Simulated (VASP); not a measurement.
Here is a VASP 6.6.1 calculation.

INCAR

```
PREC     = Accurate       # precision mode
ENCUT    = 520            # plane-wave cutoff, eV
EDIFF    = 1E-7           # SCF threshold, eV
ISMEAR   = -1             # smearing method
SIGMA    = 0.1            # smearing width, eV
LREAL    = False          # projectors in reciprocal space
LASPH    = True           # aspherical terms in the spheres
NELM     = 80             # most SCF steps
ALGO     = Normal         # electronic algorithm
ISIF     = 2              # what is computed and relaxed
LWAVE    = False          # write WAVECAR
LCHARG   = False          # write CHGCAR
GGA      = CA             # functional
NBANDS   = 18             # bands
```

KPOINTS

```
Automatic mesh
0
Gamma
  15 15 4
```

POSCAR

```
Sb
1.0
    3.2716288460      0.0000000000      0.0000000000
   -1.6358144230      2.8333136923      0.0000000000
    0.0000000000      0.0000000000     11.0782165445
Sb
4
Direct
    1.0000000000      1.0000000000      1.0000000000
    1.0000000000      1.0000000000      0.5000000000
    0.3333333333      0.6666666667      0.2500000000
    0.6666666667      0.3333333333      0.7500000000
```

Potentials or basis: VASP PAW LDA potentials, release 64 (Sb).

Command:

```bash
$ cat potpaw_LDA.64/Sb/POTCAR > POTCAR
$ mpirun -np 1 vasp_std > vasp.out
```

Question: Predict the band gap on the k mesh.

Answer: Zero (band 10 reaches 13.92 eV, above the bottom of band 11 at 6.31 eV).

Question: Predict the pressure.

Answer: 0.3 GPa.

Stress tensor (GPa, compression positive):
```
 0.64  0.00  0.00
 0.00  0.64  0.00
 0.00  0.00 -0.32
```

Caveat: spin-orbit coupling is left out, which moves the levels of the heavy elements.
